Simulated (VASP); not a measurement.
# BaO (Fm-3m) in VASP: notebook, part 4 of 4

VASP 6.6.1.

### Step 5. Band structure, r2SCAN

INCAR reads:

```
SYSTEM = BaO
  ALGO = Normal
  EDIFF = 1E-7
  ENCUT = 520
  ISIF = 2
  ISMEAR = 0
  KPAR = 4
  LASPH = .TRUE.
  LCHARG = .FALSE.
  LMIXTAU = .TRUE.
  LREAL = .FALSE.
  LWAVE = .FALSE.
  METAGGA = R2SCAN
  NBANDS = 15
  NELM = 60
  PREC = Accurate
  SIGMA = 0.02
```

KPOINTS reads:

```
k-points
0
G
  8 8 8
  0 0 0
```

POSCAR reads:

```
BaO                                     
1.0
    0.0000000000      2.8066082545      2.8066082545
    2.8066082545     -0.0000000000      2.8066082545
    2.8066082545      2.8066082545     -0.0000000000
  Ba              O             
     1     1
Direct
     0.0000000000000000    0.0000000000000000    0.0000000000000000
     0.5000000000000000    0.5000000000000000    0.5000000000000000
```

KPOINTS_OPT reads:

```
path GXWKGLUWLK,UX
15
line-mode
reciprocal
 0.0000000000  0.0000000000  0.0000000000  G
 0.5000000000  0.0000000000  0.5000000000  X

 0.5000000000  0.0000000000  0.5000000000  X
 0.5000000000  0.2500000000  0.7500000000  W

 0.5000000000  0.2500000000  0.7500000000  W
 0.3750000000  0.3750000000  0.7500000000  K

 0.3750000000  0.3750000000  0.7500000000  K
 0.0000000000  0.0000000000  0.0000000000  G

 0.0000000000  0.0000000000  0.0000000000  G
 0.5000000000  0.5000000000  0.5000000000  L

 0.5000000000  0.5000000000  0.5000000000  L
 0.6250000000  0.2500000000  0.6250000000  U

 0.6250000000  0.2500000000  0.6250000000  U
 0.5000000000  0.2500000000  0.7500000000  W

 0.5000000000  0.2500000000  0.7500000000  W
 0.5000000000  0.5000000000  0.5000000000  L

 0.5000000000  0.5000000000  0.5000000000  L
 0.3750000000  0.3750000000  0.7500000000  K

 0.6250000000  0.2500000000  0.6250000000  U
 0.5000000000  0.0000000000  0.5000000000  X
```

Potentials or basis: VASP PAW PBE potentials, release 64 (Ba_sv, O).

Command:

```
cat potpaw_PBE.64/Ba_sv/POTCAR potpaw_PBE.64/O/POTCAR > POTCAR
mpirun -np 4 vasp_std > vasp.out
```

OUTCAR:

```text
SYSTEM = BaO
   EDIFF = 1E-7
   ENCUT = 520
   ISIF = 2
   ISMEAR = 0
   LASPH = .TRUE.
   LREAL = .FALSE.
   METAGGA = R2SCAN
   NELM = 60
   PREC = Accurate

 ion  position               nearest neighbor table
   1  0.000  0.000  0.000-   2 2.81   2 2.81   2 2.81   2 2.81   2 2.81   2 2.81
   2  0.500  0.500  0.500-   1 2.81   1 2.81   1 2.81   1 2.81   1 2.81   1 2.81

  LATTYP: Found a face centered cubic cell.
 ALAT       =     5.6132165090

  Lattice vectors:

 A1 = (   0.0000000000,   2.8066082545,   2.8066082545)
 A2 = (   2.8066082545,   0.0000000000,   2.8066082545)
 A3 = (   2.8066082545,   2.8066082545,   0.0000000000)

Analysis of symmetry for initial positions (statically):
=====================================================================
 Subroutine PRICEL returns:
 Original cell was already a primitive cell.

 Routine SETGRP: Setting up the symmetry group for a
 face centered cubic supercell.

 Subroutine GETGRP returns: Found 48 space group operations
 (whereof 48 operations were pure point group operations)
 out of a pool of 48 trial point group operations.

The static configuration has the point symmetry O_h .

Analysis of symmetry for dynamics (positions and initial velocities):
=====================================================================
 Subroutine PRICEL returns:
 Original cell was already a primitive cell.

 Routine SETGRP: Setting up the symmetry group for a
 face centered cubic supercell.

 Subroutine GETGRP returns: Found 48 space group operations
 (whereof 48 operations were pure point group operations)
 out of a pool of 48 trial point group operations.

The dynamic configuration has the point symmetry O_h .

 Subroutine INISYM returns: Found 48 space group operations
 (whereof 48 operations are pure point group operations),
 and found     1 'primitive' translations

----------------------------------------------------------------------------------------

                                     Primitive cell

  volume of cell :      44.2156

  direct lattice vectors                    reciprocal lattice vectors
     0.000000000  2.806608254  2.806608254    -0.178150976  0.178150976  0.178150976
     2.806608254  0.000000000  2.806608254     0.178150976 -0.178150976  0.178150976
     2.806608254  2.806608254  0.000000000     0.178150976  0.178150976 -0.178150976

  length of vectors
     3.969143458  3.969143458  3.969143458     0.308566542  0.308566542  0.308566542

  position of ions in fractional coordinates (direct lattice)
     0.000000000  0.000000000  0.000000000
     0.500000000  0.500000000  0.500000000

  ion indices of the primitive-cell ions
   primitive index   ion index
                 1           1
                 2           2

----------------------------------------------------------------------------------------

 KPOINTS: k-points

Automatic generation of k-mesh.
 Grid dimensions read from file:
 generate k-points for:    8    8    8

 Generating k-lattice:

  Cartesian coordinates                     Fractional coordinates (reciprocal lattice)
    -0.022268872  0.022268872  0.022268872     0.125000000  0.000000000  0.000000000
     0.022268872 -0.022268872  0.022268872     0.000000000  0.125000000  0.000000000
     0.022268872  0.022268872 -0.022268872     0.000000000  0.000000000  0.125000000

  Length of vectors
     0.038570818  0.038570818  0.038570818

  Shift w.r.t. Gamma in fractional coordinates (k-lattice)
     0.000000000  0.000000000  0.000000000

 Subroutine IBZKPT returns following result:
 ===========================================

 Found     29 irreducible k-points:

 Following reciprocal coordinates:
            Coordinates               Weight
  0.000000  0.000000  0.000000      1.000000
  0.125000  0.000000  0.000000      8.000000
  0.250000  0.000000  0.000000      8.000000
  0.375000  0.000000  0.000000      8.000000
  0.500000  0.000000  0.000000      4.000000
  0.125000  0.125000  0.000000      6.000000
[... 16 lines left out ...]
  0.500000  0.250000  0.125000     48.000000
 -0.375000  0.250000  0.125000     24.000000
 [... further k-points ...]
   k-points           NKPTS =     29   k-points in BZ     NKDIM =     29   number of bands    NBANDS=     15
   number of dos      NEDOS =    301   number of ions     NIONS =      2
   total plane-waves  NPLWV =  27000
   dimension x,y,z NGX =    30 NGY =   30 NGZ =   30
   dimension x,y,z NGXF=    60 NGYF=   60 NGZF=   60
   ions per type =               1   1
   NGX,Y,Z   is equivalent  to a cutoff of  12.57, 12.57, 12.57 a.u.
   NGXF,Y,Z  is equivalent  to a cutoff of  25.13, 25.13, 25.13 a.u.
 SYSTEM =  BaO
   PREC   = accura    normal or accurate (medium, high low for compatibility)
   ISTART =      0    job   : 0-new  1-cont  2-samecut
   ICHARG =      2    charge: 1-file 2-atom 10-const
   ISPIN  =      1    spin polarized calculation?
   LNONCOLLINEAR =      F non collinear calculations
   LSORBIT =      F    spin-orbit coupling
   LASPH  =      T    aspherical Exc in radial PAW
   ENCUT  =  520.0 eV  38.22 Ry    6.18 a.u.   7.38  7.38  7.38*2*pi/ulx,y,z
   NELM   =     60;   NELMIN=  2; NELMDL= -5     # of ELM steps
   EDIFF  = 0.1E-06   stopping-criterion for ELM
   LREAL  =      F    real-space projection
   EDIFFG = 0.1E-05   stopping-criterion for IOM
   NSW    =      0    number of steps for IOM
   IBRION =     -1    ionic relax: 0-MD 1-quasi-New 2-CG
   NFREE  =      0    steps in history (QN), initial steepest desc. (CG)
   ISIF   =      2    stress and relaxation
   ISYM   =      2    0-nonsym 1-usesym 2-fastsym
   POTIM  = 0.5000    time-step for ionic-motion
   TEBEG  =    0.0;   TEEND  =   0.0 temperature during run
   PSTRESS=    0.0 pullay stress
   NELECT =      16.0000    total number of electrons
   NUPDOWN=      -1.0000    fix difference up-down
   EMIN   =  10.00;   EMAX   =-10.00  energy-range for DOS
   EFERMI =   0.00;   METHOD = LEGACY
   ISMEAR =     0;   SIGMA  =   0.02  broadening in eV -4-tet -1-fermi 0-gaus
   EFERMI_NEDOS =   21; number of points for ismear=-14 and -15
   IALGO  =     38    algorithm
   IMIX   =      4    mixing-type and parameters
     AMIX     =   0.40;   BMIX     =  1.00
     AMIX_MAG =   1.60;   BMIX_MAG =  1.00
  volume/ion in A,a.u.               =      22.11       149.19
  Fermi-wavevector in a.u.,A,eV,Ry     =   1.166603  2.204560 18.517015  1.360962
  Thomas-Fermi vector in A             =   2.303114
   LORBIT       =      0    0 simple, 1 ext, 2 COOP (PROOUT), +10 PAW based schemes
   METAGGA = R2SCAN    functional components
   LHFCALC =     F    Hartree Fock is set to
   AEXX    =    0.0000 exact exchange contribution
   IVDW    =     0    specifies the selected vdW correction
   LEPSILON=     F    determine dielectric tensor
   LRPA    =     F    only Hartree local field effects (RPA)
 non-spin polarized calculation
 Gauss-broadening in eV      SIGMA  =   0.02
  energy-cutoff  :      520.00
  volume of cell :       44.22
 maximum number of plane-waves:      1243
 NGX is ok and might be reduce to    30
   NGX = 15   NGY = 15   NGZ = 15

 number of electron      16.0000003 magnetization

 Free energy of the ion-electron system (eV)
  ---------------------------------------------------
  ext. energy  EPLUGINS =         0.00000000
  ---------------------------------------------------
  free energy    TOTEN  =       -37.82573448 eV

  energy without entropy =      -37.82573448  energy(sigma->0) =      -37.82573448

 E-fermi :   1.5783     XC(G=0):  -9.9683

 val. band max:        1.3774167015   @ k =   0.5000   0.5000   0.0000
 cond. band min:       3.8134634934   @ k =   0.5000   0.5000   0.0000
 fundamental gap:      2.4360467919
 Fermi energy:         1.5783151728

 k-point     1 :       0.0000    0.0000    0.0000
  band No.  band energies     occupation
      1     -25.3021      2.00000
      2     -14.4876      2.00000
      3      -9.4583      2.00000
      4      -9.4583      2.00000
      5      -9.4583      2.00000
      6       1.1093      2.00000
      7       1.1093      2.00000
      8       1.1093      2.00000
      9       5.3254      0.00000
     10       6.5188      0.00000
     11       6.5188      0.00000
     12       6.5188      0.00000
     13       8.8599      0.00000
     14       8.8599      0.00000
[... 401 lines left out ...]
      2     -14.9491      2.00000
      3     -10.0357      2.00000
      4     -10.0070      2.00000
      5      -9.5748      2.00000
      6      -0.0069      2.00000
      7       0.5416      2.00000
      8       0.6098      2.00000
      9       6.5937      0.00000
     10       7.2113      0.00000
     11       9.6108      0.00000
     12       9.6134      0.00000
     13      11.8497      0.00000
     14      13.4890      0.00000
     15      14.0800      0.00000

 [... further k-points ...]
[... 5 lines left out ...]
  --------------------------------------------------------------------------------------
  -------------------------------------------------------------------------------------
  Total       -0.3177792     -0.3177792     -0.3177792     -0.0000000      0.0000000     -0.0000000
  in kB      -11.5149126    -11.5149126    -11.5149126     -0.0000000      0.0000000     -0.0000000
  external PRESSURE =     -11.5149126 kB  Pullay stress =       0.0000000 kB

 VOLUME and BASIS-vectors are now :
 -----------------------------------------------------------------------------
  energy-cutoff  :      520.00
  volume of cell :       44.22
      direct lattice vectors                 reciprocal lattice vectors
     0.000000000  2.806608254  2.806608254    -0.178150976  0.178150976  0.178150976
     2.806608254  0.000000000  2.806608254     0.178150976 -0.178150976  0.178150976
     2.806608254  2.806608254  0.000000000     0.178150976  0.178150976 -0.178150976

 POSITION                                       TOTAL-FORCE (eV/Angst)
 -----------------------------------------------------------------------------------
      0.00000      0.00000      0.00000         0.000000      0.000000      0.000000
      2.80661      2.80661      2.80661        -0.000000     -0.000000     -0.000000
 -----------------------------------------------------------------------------------
    total drift:                                0.000000      0.000000      0.000000

  FREE ENERGIE OF THE ION-ELECTRON SYSTEM (eV)
  ---------------------------------------------------
  free  energy   TOTEN  =       -37.8257344772 eV

  energy  without entropy=      -37.8257344772  energy(sigma->0) =      -37.82573448
```

Wall time 59 s (4 MPI ranks of Intel Xeon 6975P-C (Granite Rapids), shared host); peak memory 0.19 GiB.

What came out:

```yaml
Free_energy: -37.8257 eV
Pressure: -1.2 GPa
Band_gap_on_the_k_mesh: 2.44 eV
Band_gap_along_the_path: 2.44 eV
```

Levels at the corners of the path, in eV from the valence-band top:
```csv
point,band 5,band 6,band 7,band 8,band 9,band 10,band 11,band 12
Γ,-10.84,-0.27,-0.27,-0.27,3.95,5.14,5.14,5.14
X,-11.35,-0.11,-0.11,0.00,2.44,6.41,9.37,9.71
X,-11.35,-0.11,-0.11,0.00,2.44,6.41,9.37,9.71
W,-10.92,-1.19,-0.18,-0.18,5.00,5.00,7.27,10.01
W,-10.92,-1.19,-0.18,-0.18,5.00,5.00,7.27,10.01
K,-11.21,-0.83,-0.65,-0.13,3.83,6.90,7.40,8.95
K,-11.21,-0.83,-0.65,-0.13,3.83,6.90,7.40,8.95
Γ,-10.84,-0.27,-0.27,-0.27,3.95,5.14,5.14,5.14
Γ,-10.84,-0.27,-0.27,-0.27,3.95,5.14,5.14,5.14
L,-10.94,-1.82,-1.32,-1.32,5.27,7.54,7.54,8.47
L,-10.94,-1.82,-1.32,-1.32,5.27,7.54,7.54,8.47
U,-11.21,-0.83,-0.65,-0.13,3.83,6.90,7.40,8.95
U,-11.21,-0.83,-0.65,-0.13,3.83,6.90,7.40,8.95
W,-10.92,-1.19,-0.18,-0.18,5.00,5.00,7.27,10.01
W,-10.92,-1.19,-0.18,-0.18,5.00,5.00,7.27,10.01
L,-10.94,-1.82,-1.32,-1.32,5.27,7.54,7.54,8.47
L,-10.94,-1.82,-1.32,-1.32,5.27,7.54,7.54,8.47
K,-11.21,-0.83,-0.65,-0.13,3.83,6.90,7.40,8.95
U,-11.21,-0.83,-0.65,-0.13,3.83,6.90,7.40,8.95
X,-11.35,-0.11,-0.11,0.00,2.44,6.41,9.37,9.71
```

Caveat: the PAW data sets were made with another functional, which shifts forces and pressure a little; spin-orbit coupling is left out, which moves the levels of the heavy elements.

### Step 6. Overview

| level | spin | k mesh | grid for exact exchange (PRECFOCK) | share of exact exchange | screening parameter | gap on the mesh (eV) | pressure (GPa) |
| --- | --- | --- | --- | --- | --- | --- | --- |
| PBE | off | 8 × 8 × 8 | - | - | - | 2.10 | - |
| PBE | non-collinear, zero start, SOC | 8 × 8 × 8 | - | - | - | - | - |
| HSE06 | off | 6 × 6 × 6 | Fast | 0.25 | 0.2 1/Å | 3.40 | -1.6 |
| r2SCAN | off | 8 × 8 × 8 | - | - | - | 2.44 | -1.2 |

Alike in all rows: task band structure; potentials or basis VASP PAW PBE potentials, release 64 (Ba_sv, O); cell as given; cutoff (eV) 520; smearing gaussian 0.02 eV.

On the cell as given the gap runs from 2.10 eV (PBE) to 3.40 eV (HSE06); the meshes differ, which moves gaps too.

Caveats: spin-orbit coupling is left out, which moves the levels of the heavy elements (at least some runs); the PAW data sets were made with another functional, which shifts forces and pressure a little (at least some runs).

Absolute energies hang on the potentials; compare differences alone.
